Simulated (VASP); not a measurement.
A run of VASP 6.6.1 is set up as follows.

File INCAR:

```
PREC = Accurate
ENCUT = 520
EDIFF = 1E-6
ISMEAR = 0
SIGMA = 0.05
LREAL = False
LASPH = True
NELM = 80
ALGO = Normal
ISIF = 2
LWAVE = False
LCHARG = False
GGA = PE
NBANDS = 15
```

KPOINTS

```
Automatic mesh
0
Gamma
  8 8 8
```

The input POSCAR:

```
BaTe
1.0
    0.0000000000      3.8615370789      3.8615370789
    3.8615370789      0.0000000000      3.8615370789
    3.8615370789      3.8615370789      0.0000000000
Ba Te
1 1
Direct
    0.0000000000      0.0000000000      0.0000000000
    0.2500000000      0.2500000000      0.2500000000
```

Potentials or basis: VASP PAW PBE potentials, release 64 (Ba_sv, Te).

Launch:

```console
$ cat potpaw_PBE.64/Ba_sv/POTCAR potpaw_PBE.64/Te/POTCAR > POTCAR
$ mpirun -np 1 vasp_std > vasp.out
```

Q: What does it give for the band gap on the k mesh?

A: 2.63 eV, indirect (least direct gap 2.90 eV).

Q: What does it give for the pressure?

A: 1.1 GPa.

Caveat: spin-orbit coupling is left out, which moves the levels of the heavy elements. A k mesh can miss the band edges.
